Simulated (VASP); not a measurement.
A run of VASP 6.6.1 is set up as follows.

File INCAR:

```
ALGO = Normal ; EDIFF = 1E-6
ENCUT = 600 ; GGA = PE
GGA_COMPAT = F ; ISIF = 2
ISMEAR = -1 ; LASPH = T
LCHARG = F ; LREAL = F
LWAVE = F ; NBANDS = 14
NELM = 120 ; PREC = Accurate
SIGMA = 0.1
```

Contents of KPOINTS:

```
k-points
0
Gamma
  9 9 9
```

POSCAR

```
OsBr
1.0
    3.5604430000      0.0000000000      0.0000000000
    0.0000000000      3.5604430000      0.0000000000
    0.0000000000      0.0000000000      3.5604430000
Br Os
1 1
Direct
    0.5000000000      0.5000000000      0.5000000000
    0.0000000000      0.0000000000      0.0000000000
```

Potentials or basis: VASP PAW PBE potentials, release 64 (Br, Os).

Launch:

```sh
$ cat potpaw_PBE.64/Br/POTCAR potpaw_PBE.64/Os/POTCAR > POTCAR
$ mpirun -np 1 vasp_std > vasp.out
```

(1) Predict the band gap on the k mesh.

(2) Predict the pressure.

Results:

(1) zero (an odd number of electrons rules out a gap without spin polarisation).

(2) -19.5 GPa.

Caveat: the cell stands under tension; spin-orbit coupling is left out, which moves the levels of the heavy elements; an odd number of electrons without spin polarisation forces a metal; a magnetic or distorted state may lie lower.
